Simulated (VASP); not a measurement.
# TiC in VASP: further runs, part 2 of 2

VASP 6.6.1. The steps go on from the part before.

**3. Single point, PBE**

This run uses another cell than the first one, of 11.24 Å³/atom, 1.040 times its volume.

File INCAR:

```
SYSTEM = TiC
PREC = Accurate
ENCUT = 520
EDIFF = 1E-6
ISMEAR = -1
SIGMA = 0.05
LREAL = .FALSE.
LASPH = .TRUE.
NELM = 80
ALGO = Normal
ISIF = 2
LWAVE = .FALSE.
LCHARG = .FALSE.
GGA = PE
NBANDS = 15
```

File KPOINTS:

```
Automatic mesh
0
G
  10 10 10
  0 0 0
```

File POSCAR:

```
TiC
1.0
    3.0821220908      0.0000000000      0.0000000000
   -1.5410559796      2.6691887126      0.0000000000
    0.0000000000      0.0000000000      2.7334736767
Ti C
1 1
Direct
    0.0000000000      0.0000000000      0.5000000000
    0.3333300000      0.6666700000      0.0000000000
```

Potentials or basis: VASP PAW PBE potentials, release 64 (Ti_sv, C).

On the command line:

```
> cat potpaw_PBE.64/Ti_sv/POTCAR potpaw_PBE.64/C/POTCAR > POTCAR
> mpirun -np 1 vasp_std > vasp.out
```

OUTCAR:

```text
SYSTEM = TiC
   PREC = Accurate
   ENCUT = 520
   EDIFF = 1E-6
   ISMEAR = -1
   LREAL = .FALSE.
   LASPH = .TRUE.
   NELM = 80
   ISIF = 2
   GGA = PE

 ion  position               nearest neighbor table
   1  0.000  0.000  0.500-   2 2.24   2 2.24   2 2.24   2 2.24   2 2.24   2 2.24
   2  0.333  0.667  0.000-   1 2.24   1 2.24   1 2.24   1 2.24   1 2.24   1 2.24

  LATTYP: Found a hexagonal cell.
 ALAT       =     3.0821220908
 C/A-ratio  =     0.8868804013

  Lattice vectors:

 A1 = (   3.0821220908,   0.0000000000,   0.0000000000)
 A2 = (  -1.5410559796,   2.6691887126,   0.0000000000)
 A3 = (   0.0000000000,   0.0000000000,   2.7334736767)

Analysis of symmetry for initial positions (statically):
=====================================================================
 Subroutine PRICEL returns:
 Original cell was already a primitive cell.

 Routine SETGRP: Setting up the symmetry group for a
 hexagonal supercell.

 Subroutine GETGRP returns: Found  4 space group operations
 (whereof  4 operations were pure point group operations)
 out of a pool of 24 trial point group operations.

The static configuration has the point symmetry C_2v.

Analysis of symmetry for dynamics (positions and initial velocities):
=====================================================================
 Subroutine PRICEL returns:
 Original cell was already a primitive cell.

 Routine SETGRP: Setting up the symmetry group for a
 hexagonal supercell.

 Subroutine GETGRP returns: Found  4 space group operations
 (whereof  4 operations were pure point group operations)
 out of a pool of 24 trial point group operations.

The dynamic configuration has the point symmetry C_2v.

 Subroutine INISYM returns: Found  4 space group operations
 (whereof  4 operations are pure point group operations),
 and found     1 'primitive' translations

----------------------------------------------------------------------------------------

                                     Primitive cell

  volume of cell :      22.4876

  direct lattice vectors                    reciprocal lattice vectors
     3.082122091  0.000000000  0.000000000     0.324451780  0.187322220  0.000000000
    -1.541055980  2.669188713  0.000000000     0.000000000  0.374645672  0.000000000
     0.000000000  0.000000000  2.733473677     0.000000000  0.000000000  0.365834875

  length of vectors
     3.082122091  3.082113222  2.733473677     0.374644594  0.374645672  0.365834875

  position of ions in fractional coordinates (direct lattice)
     0.000000000  0.000000000  0.500000000
     0.333330000  0.666670000  0.000000000

  ion indices of the primitive-cell ions
   primitive index   ion index
                 1           1
                 2           2

----------------------------------------------------------------------------------------

 KPOINTS: Automatic mesh

Automatic generation of k-mesh.
 Grid dimensions read from file:
 generate k-points for:   10   10   10

 Generating k-lattice:

  Cartesian coordinates                     Fractional coordinates (reciprocal lattice)
     0.032445178  0.018732222  0.000000000     0.100000000  0.000000000  0.000000000
     0.000000000  0.037464567  0.000000000     0.000000000  0.100000000  0.000000000
     0.000000000  0.000000000  0.036583487     0.000000000  0.000000000  0.100000000

  Length of vectors
     0.037464459  0.037464567  0.036583487

  Shift w.r.t. Gamma in fractional coordinates (k-lattice)
     0.000000000  0.000000000  0.000000000

 Subroutine IBZKPT returns following result:
 ===========================================

 Found    186 irreducible k-points:

 Following reciprocal coordinates:
            Coordinates               Weight
  0.000000  0.000000  0.000000      1.000000
  0.100000 -0.000000  0.000000      4.000000
 -0.100000  0.100000  0.000000      2.000000
  0.200000 -0.000000  0.000000      4.000000
 -0.200000  0.200000  0.000000      2.000000
  0.300000 -0.000000  0.000000      4.000000
[... 16 lines left out ...]
  0.200000  0.200000  0.000000      2.000000
 -0.200000  0.400000  0.000000      4.000000
 [... further k-points ...]
   k-points           NKPTS =    186   k-points in BZ     NKDIM =    186   number of bands    NBANDS=     15
   number of dos      NEDOS =    301   number of ions     NIONS =      2
   total plane-waves  NPLWV =  11520
   dimension x,y,z NGX =    24 NGY =   24 NGZ =   20
   dimension x,y,z NGXF=    48 NGYF=   48 NGZF=   40
   ions per type =               1   1
   NGX,Y,Z   is equivalent  to a cutoff of  12.95, 12.95, 12.16 a.u.
   NGXF,Y,Z  is equivalent  to a cutoff of  25.89, 25.89, 24.33 a.u.
 SYSTEM =  TiC
   PREC   = accura    normal or accurate (medium, high low for compatibility)
   ISTART =      0    job   : 0-new  1-cont  2-samecut
   ICHARG =      2    charge: 1-file 2-atom 10-const
   ISPIN  =      1    spin polarized calculation?
   LNONCOLLINEAR =      F non collinear calculations
   LSORBIT =      F    spin-orbit coupling
   LASPH  =      T    aspherical Exc in radial PAW
   ENCUT  =  520.0 eV  38.22 Ry    6.18 a.u.   5.73  5.73  5.08*2*pi/ulx,y,z
   NELM   =     80;   NELMIN=  2; NELMDL= -5     # of ELM steps
   EDIFF  = 0.1E-05   stopping-criterion for ELM
   LREAL  =      F    real-space projection
   EDIFFG = 0.1E-04   stopping-criterion for IOM
   NSW    =      0    number of steps for IOM
   IBRION =     -1    ionic relax: 0-MD 1-quasi-New 2-CG
   NFREE  =      0    steps in history (QN), initial steepest desc. (CG)
   ISIF   =      2    stress and relaxation
   ISYM   =      2    0-nonsym 1-usesym 2-fastsym
   POTIM  = 0.5000    time-step for ionic-motion
   TEBEG  =    0.0;   TEEND  =   0.0 temperature during run
   PSTRESS=    0.0 pullay stress
   NELECT =      16.0000    total number of electrons
   NUPDOWN=      -1.0000    fix difference up-down
   EMIN   =  10.00;   EMAX   =-10.00  energy-range for DOS
   EFERMI =   0.00;   METHOD = LEGACY
   ISMEAR =    -1;   SIGMA  =   0.05  broadening in eV -4-tet -1-fermi 0-gaus
   EFERMI_NEDOS =   21; number of points for ismear=-14 and -15
   IALGO  =     38    algorithm
   IMIX   =      4    mixing-type and parameters
     AMIX     =   0.40;   BMIX     =  1.00
     AMIX_MAG =   1.60;   BMIX_MAG =  1.00
  volume/ion in A,a.u.               =      11.24        75.88
  Fermi-wavevector in a.u.,A,eV,Ry     =   1.461504  2.761843 29.061981  2.135995
  Thomas-Fermi vector in A             =   2.577828
   LORBIT       =      0    0 simple, 1 ext, 2 COOP (PROOUT), +10 PAW based schemes
   GGA     = PE    functional components
   LHFCALC =     F    Hartree Fock is set to
   AEXX    =    0.0000 exact exchange contribution
   IVDW    =     0    specifies the selected vdW correction
   LEPSILON=     F    determine dielectric tensor
   LRPA    =     F    only Hartree local field effects (RPA)
 non-spin polarized calculation
  energy-cutoff  :      520.00
  volume of cell :       22.49
 maximum number of plane-waves:       616
   NGX = 11   NGY = 11   NGZ = 11

 number of electron      16.0000003 magnetization

 Free energy of the ion-electron system (eV)
  ---------------------------------------------------
  ext. energy  EPLUGINS =         0.00000000
  ---------------------------------------------------
  free energy    TOTEN  =       -17.33528654 eV

  energy without entropy =      -17.33128083  energy(sigma->0) =      -17.33328368

 E-fermi :   8.1827     XC(G=0): -12.0986

 val. band max:        8.1710855630   @ k =   0.3000   0.1000   0.0000
 cond. band min:       8.2176674040   @ k =   0.5000   0.5000   0.1000
 fundamental gap:      0.0465818410
 Fermi energy:         8.1826659189

 k-point     1 :       0.0000    0.0000    0.0000
  band No.  band energies     occupation
      1     -48.4678      2.00000
      2     -24.6404      2.00000
      3     -24.6403      2.00000
      4     -24.1956      2.00000
      5      -3.6305      2.00000
      6       6.6669      2.00000
      7       6.6670      2.00000
      8       7.2988      2.00000
      9      10.3927      0.00000
     10      11.3520      0.00000
     11      11.3521      0.00000
     12      13.6091      0.00000
     13      13.6092      0.00000
     14      15.3866      0.00000
     15      23.4946      0.00000
[... 397 lines left out ...]
 k-point    24 :      -0.2000    0.4000    0.0000
  band No.  band energies     occupation
      1     -48.4322      2.00000
      2     -24.8871      2.00000
      3     -24.7357      2.00000
      4     -24.1631      2.00000
      5      -1.9536      2.00000
      6       4.3792      2.00000
      7       6.8908      2.00000
      8       8.2481      0.42515
      9       8.3896      0.03136
     10      10.9370      0.00000
     11      11.5004      0.00000
     12      12.0440      0.00000
     13      14.2670      0.00000
     14      18.9144      0.00000
     15      22.2704      0.00000

 [... further k-points ...]
[... 5 lines left out ...]
  --------------------------------------------------------------------------------------
  -------------------------------------------------------------------------------------
  Total       -0.9652119     -0.9652606     -1.2773681     -0.0000486      0.0000000      0.0000000
  in kB      -68.7684507    -68.7719194    -91.0086399     -0.0034610      0.0000000      0.0000000
  external PRESSURE =     -76.1830033 kB  Pullay stress =       0.0000000 kB

 VOLUME and BASIS-vectors are now :
 -----------------------------------------------------------------------------
  energy-cutoff  :      520.00
  volume of cell :       22.49
      direct lattice vectors                 reciprocal lattice vectors
     3.082122091  0.000000000  0.000000000     0.324451780  0.187322220  0.000000000
    -1.541055980  2.669188713  0.000000000     0.000000000  0.374645672  0.000000000
     0.000000000  0.000000000  2.733473677     0.000000000  0.000000000  0.365834875

 POSITION                                       TOTAL-FORCE (eV/Angst)
 -----------------------------------------------------------------------------------
      0.00000      0.00000      1.36674        -0.000075      0.000043      0.000000
     -0.00001      1.77947      0.00000         0.000075     -0.000043      0.000000
 -----------------------------------------------------------------------------------
    total drift:                                0.000041      0.000072      0.000000

  FREE ENERGIE OF THE ION-ELECTRON SYSTEM (eV)
  ---------------------------------------------------
  free  energy   TOTEN  =       -17.3352865393 eV

  energy  without entropy=      -17.3312808282  energy(sigma->0) =      -17.33328368
```

stdout:

```text
POSCAR found type information on POSCAR TiC
 POSCAR found :  2 types and       2 ions
 scaLAPACK will be used
 LDA part: xc-table for (Slater+PW92), standard interpolation
 POSCAR, INCAR and KPOINTS ok, starting setup
 FFT: planning ... GRIDC
 FFT: planning ... GRID_SOFT
 FFT: planning ... GRID
 WAVECAR not read
 entering main loop
```

It took 26 s on 1 thread of Intel Xeon Platinum 8488C (Sapphire Rapids), shared host; peak memory 0.18 GiB.

Results:

```
Free energy            : -17.3353 eV
Pressure               : -7.6 GPa
Band gap on the k mesh : zero (band 8 reaches 8.25 eV, above the bottom of band 9 at 8.16 eV)
```

Levels at points of the mesh, in eV from the Fermi level:
| k point | band 4 | band 5 | band 6 | band 7 | band 8 | band 9 | band 10 | band 11 | band 12 | band 13 |
| --- | --- | --- | --- | --- | --- | --- | --- | --- | --- | --- |
| (0.00, 0.00, 0.00) | -32.38 | -11.81 | -1.52 | -1.52 | -0.88 | 2.21 | 3.17 | 3.17 | 5.43 | 5.43 |
| (0.50, 0.00, 0.00) | -32.34 | -9.53 | -4.74 | -0.70 | -0.28 | 0.20 | 2.89 | 3.30 | 3.53 | 6.33 |
| (0.50, 0.50, 0.00) | -32.34 | -9.53 | -4.74 | -0.70 | -0.28 | 0.20 | 2.89 | 3.30 | 3.53 | 6.33 |
| (0.00, 0.00, 0.50) | -32.76 | -8.84 | -5.45 | -0.47 | -0.47 | 1.09 | 1.09 | 4.48 | 4.58 | 4.58 |
| (0.50, 0.00, 0.50) | -32.82 | -8.67 | -3.88 | -2.52 | -2.11 | 1.42 | 3.11 | 4.13 | 5.24 | 7.01 |
| (0.50, 0.50, 0.50) | -32.82 | -8.67 | -3.88 | -2.52 | -2.11 | 1.42 | 3.11 | 4.13 | 5.24 | 7.01 |

**4. Single point, PBE**

This run uses another cell than the first one, of 11.46 Å³/atom, 1.060 times its volume.

File INCAR:

```
SYSTEM = TiC
  ALGO = Normal
  EDIFF = 1E-6
  ENCUT = 520
  GGA = PE
  ISIF = 2
  ISMEAR = -1
  LASPH = .True.
  LCHARG = .True.
  LELF = .True.
  LREAL = .False.
  LVHAR = .True.
  LWAVE = .False.
  NBANDS = 15
  NELM = 60
  PREC = Accurate
  SIGMA = 0.05
```

File KPOINTS:

```
k-points
0
Gamma
  10 10 10
  0 0 0
```

File POSCAR:

```
TiC
1.0
    3.1017539710      0.0000000000      0.0000000000
   -1.5508718874      2.6861903729      0.0000000000
    0.0000000000      0.0000000000      2.7508848065
Ti C
1 1
Direct
    0.0000000000      0.0000000000      0.5000000000
    0.3333300000      0.6666700000      0.0000000000
```

On the command line:

```
> cat potpaw_PBE.64/Ti_sv/POTCAR potpaw_PBE.64/C/POTCAR > POTCAR
> mpirun -np 1 vasp_std > vasp.out
```

Wall time 26 s (1 thread of Intel Xeon Platinum 8488C (Sapphire Rapids), shared host); peak memory 0.18 GiB.

Results (log left out):

```yaml
Free_energy: -17.3102 eV
Pressure: -11.0 GPa
Band_gap_on_the_k_mesh: zero (band 8 reaches 8.04 eV, above the bottom of band 9 at 7.94 eV)
```

Stress tensor (GPa, compression positive):
```
-10.02   0.00   0.00
  0.00 -10.02   0.00
  0.00   0.00 -13.03
```

Levels at points of the mesh, in eV from the Fermi level:
```
           k point  band 5  band 6  band 7  band 8  band 9  band 10  band 11  band 12
(0.00, 0.00, 0.00)  -11.73   -1.48   -1.48   -0.85    2.17     3.09     3.09     5.31
(0.50, 0.00, 0.00)   -9.49   -4.68   -0.68   -0.27    0.18     2.82     3.21     3.44
(0.50, 0.50, 0.00)   -9.49   -4.68   -0.68   -0.27    0.18     2.82     3.21     3.44
(0.00, 0.00, 0.50)   -8.83   -5.38   -0.46   -0.46    1.07     1.07     4.37     4.50
(0.50, 0.00, 0.50)   -8.62   -3.82   -2.50   -2.07    1.38     3.02     4.02     5.08
(0.50, 0.50, 0.50)   -8.62   -3.82   -2.50   -2.07    1.38     3.02     4.02     5.08
```

**5. Single point, PBE**

File INCAR:

```
PREC = Accurate ; ENCUT = 520
EDIFF = 1E-7 ; ISMEAR = 0
SIGMA = 0.016 ; LREAL = False
LASPH = True ; NELM = 80
ALGO = Normal ; ISIF = 2
LWAVE = False ; LCHARG = True
GGA = PE ; LELF = True
LVHAR = True ; NBANDS = 15
```

File KPOINTS:

```
Automatic mesh
0
Gamma
  10 10 10
```

File POSCAR:

```
TiC
1.0
    3.0420900000      0.0000000000      0.0000000000
   -1.5210400000      2.6345200000      0.0000000000
    0.0000000000      0.0000000000      2.6979700000
Ti C
1 1
Direct
    0.0000000000      0.0000000000      0.5000000000
    0.3333300000      0.6666700000      0.0000000000
```

On the command line:

```
> cat potpaw_PBE.64/Ti_sv/POTCAR potpaw_PBE.64/C/POTCAR > POTCAR
> mpirun -np 1 vasp_std > vasp.out
```

Run time: 35 s. Hardware: 1 thread of AMD EPYC 9R45 (Zen 5), shared host; peak memory 0.15 GiB.

It converged, with:

```yaml
Free_energy: -17.3533 eV
Pressure: 0.3 GPa
Band_gap_on_the_k_mesh: zero (band 8 reaches 8.68 eV, above the bottom of band 9 at 8.61 eV)
```

Stress tensor (GPa, compression positive):
```
0.34 0.00 0.00
0.00 0.34 0.00
0.00 0.00 0.15
```

Levels at points of the mesh, in eV from the Fermi level:
```csv
k point,band 5,band 6,band 7,band 8,band 9,band 10,band 11,band 12
"(0.00, 0.00, 0.00)",-12.00,-1.60,-1.60,-0.97,2.30,3.32,3.32,5.67
"(0.50, 0.00, 0.00)",-9.61,-4.87,-0.77,-0.31,0.22,3.02,3.46,3.72
"(0.50, 0.50, 0.00)",-9.61,-4.87,-0.77,-0.31,0.22,3.02,3.46,3.72
"(0.00, 0.00, 0.50)",-8.87,-5.61,-0.51,-0.51,1.12,1.12,4.69,4.73
"(0.50, 0.00, 0.50)",-8.79,-4.01,-2.57,-2.23,1.48,3.27,4.34,5.55
"(0.50, 0.50, 0.50)",-8.79,-4.01,-2.57,-2.23,1.48,3.27,4.34,5.55
```

**6. Single point, PBE**

File INCAR:

```
PREC = Accurate ; ENCUT = 520
EDIFF = 1E-6 ; ISMEAR = 0
SIGMA = 0.017 ; LREAL = F
LASPH = T ; NELM = 60
ALGO = Normal ; ISIF = 2
LWAVE = F ; LCHARG = F
GGA = PE ; NBANDS = 15
```

File KPOINTS:

```
regular mesh
0
Gamma
  10 10 10
```

POSCAR is that of step 5.

Potentials or basis: VASP PAW PBE potentials, release 64 (Ti_sv, C).

On the command line:

```
> cat potpaw_PBE.64/Ti_sv/POTCAR potpaw_PBE.64/C/POTCAR > POTCAR
> mpirun -np 1 vasp_std > vasp.out
```

Wall time 29 s (1 thread of AMD EPYC 9R45 (Zen 5), shared host); peak memory 0.15 GiB.

It converged, with:

```
Free energy            : -17.3533 eV
Pressure               : 0.1 GPa
Band gap on the k mesh : zero (band 8 reaches 8.68 eV, above the bottom of band 9 at 8.61 eV)
```

Stress tensor (GPa, compression positive):
```
0.20 0.00 0.00
0.00 0.20 0.00
0.00 0.00 0.03
```

Levels at points of the mesh, in eV from the Fermi level:
| k point | band 5 | band 6 | band 7 | band 8 | band 9 | band 10 | band 11 | band 12 |
| --- | --- | --- | --- | --- | --- | --- | --- | --- |
| (0.00, 0.00, 0.00) | -12.00 | -1.60 | -1.60 | -0.97 | 2.30 | 3.32 | 3.32 | 5.67 |
| (0.50, 0.00, 0.00) | -9.61 | -4.87 | -0.76 | -0.31 | 0.22 | 3.02 | 3.46 | 3.72 |
| (0.50, 0.50, 0.00) | -9.61 | -4.87 | -0.76 | -0.31 | 0.22 | 3.02 | 3.46 | 3.72 |
| (0.00, 0.00, 0.50) | -8.87 | -5.61 | -0.51 | -0.51 | 1.12 | 1.12 | 4.69 | 4.73 |
| (0.50, 0.00, 0.50) | -8.79 | -4.01 | -2.57 | -2.23 | 1.48 | 3.27 | 4.34 | 5.56 |
| (0.50, 0.50, 0.50) | -8.79 | -4.01 | -2.57 | -2.23 | 1.48 | 3.27 | 4.34 | 5.56 |

**7. Summary**

| cell | smearing | gap on the mesh (eV) | pressure (GPa) |
| --- | --- | --- | --- |
| a = 3.042, b = 3.042, c = 2.698 Å, angles 90.0, 90.0, 120.0°, 2 atoms | fermi-dirac 0.05 eV | none | 1.1 |
| a = 3.082, b = 3.082, c = 2.733 Å, angles 90.0, 90.0, 120.0°, 2 atoms | fermi-dirac 0.05 eV | none | -7.6 |
| a = 3.102, b = 3.102, c = 2.751 Å, angles 90.0, 90.0, 120.0°, 2 atoms | fermi-dirac 0.05 eV | none | -11.0 |
| a = 3.042, b = 3.042, c = 2.698 Å, angles 90.0, 90.0, 120.0°, 2 atoms | gaussian 0.016 eV | none | 0.3 |
| a = 3.042, b = 3.042, c = 2.698 Å, angles 90.0, 90.0, 120.0°, 2 atoms | gaussian 0.017 eV | none | 0.1 |

Some of these runs hold the atoms at other places in the same cell, which the table doesn't show; runs alike in all that it shows share one row.

Alike in all rows: task single point; level PBE; potentials or basis VASP PAW PBE potentials, release 64 (Ti_sv, C); no spin polarisation; k mesh 10 × 10 × 10; cutoff (eV) 520.

Absolute energies hang on the potentials; compare differences alone.
